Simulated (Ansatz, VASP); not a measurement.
# Two plane-wave programs on CdTe

File POSCAR:

```
CdTe
1.0
    0.0000000000      3.2799012126      3.2799012126
    3.2799012126      0.0000000000      3.2799012126
    3.2799012126      3.2799012126      0.0000000000
Cd Te
1 1
Direct
    0.0000000000      0.0000000000      0.0000000000
    0.2500000000      0.2500000000      0.2500000000
```

File INCAR.step1:

```
ALGO = Normal
EDIFF = 1E-5
ENCUT = 520
GGA = PE
ISIF = 2
ISMEAR = 0
LASPH = True
LCHARG = False
LREAL = False
LWAVE = True
NBANDS = 16
NELM = 60
PREC = Accurate
SIGMA = 0.01
```

File INCAR.step2:

```
AEXX = 1.0
AGGAC = 0.0
ALDAC = 0.0
ALGO = Normal
EDIFF = 1E-6
ENCUT = 520
GGA = PE
ISIF = 2
ISMEAR = 0
ISTART = 1
LASPH = True
LCHARG = False
LHFCALC = True
LREAL = False
LWAVE = False
NBANDS = 16
NELM = 60
PREC = Accurate
PRECFOCK = Normal
SIGMA = 0.01
```

File KPOINTS:

```
k-points
0
Gamma
  4 4 4
```

Input for Ansatz:

```yaml
crystal:
  lattice:
    - [0.0, 3.2799012126, 3.2799012126]
    - [3.2799012126, 0.0, 3.2799012126]
    - [3.2799012126, 3.2799012126, 0.0]
  atoms:
    - { symbol: Cd, position: [0.0, 0.0, 0.0] }
    - { symbol: Te, position: [0.25, 0.25, 0.25] }
kpoints:
  mp_grid: { grid: [4, 4, 4] }
  band_path:
    path:
      - [0.0, 0.0, 0.0]
      - [-0.5, -0.5, 0.0]
      - [-0.375, -0.375, 0.25]
      - [-0.375, 0.0, 0.375]
      - [0.0, 0.0, 0.5]
      - [-0.5, -0.25, 0.25]
    npoints: 1
hamiltonian:
  xc: hf
scf:
  occupations: { method: fixed }
  n_extra_bands: 4
output:
  forces: true
  stress: true
  eigenvalues: true
```

Alike in both runs: task single point; functional HF; k mesh 4 × 4 × 4; no spin polarisation.

|  | VASP | Ansatz |
| --- | --- | --- |
| version | VASP 6.6.1 | Ansatz 0.2.0 |
| potentials or method | VASP PAW PBE potentials, release 64 (Cd, Te) | plane waves, PAW |
| plane-wave cutoff (eV) | 520 | 420 |
| occupations | gaussian, width 0.01 eV | fixed |
| valence electrons in the cell | 18 | 36 |

VASP gave:

| Quantity | Value |
| --- | --- |
| gap on the k mesh at the Fermi level (eV) | 6.64 |
| pressure (GPa) | 2.2 |

Task: What did Ansatz give for the same quantities?

Result: gap on the k mesh at the Fermi level (eV): 7.31; pressure (GPa): 3.9.

VASP's potentials were made for PBE, not for HF. One of these differences is far larger than is usual between the two programs; its cause wasn't traced. VASP's potentials hold 18 valence electrons a cell and Ansatz's 36, so a difference there can come from the potentials and not from the codes. Ansatz's warnings: stress exchange threshold loose, stress scf threshold loose.

Neither program's run includes spin-orbit coupling.
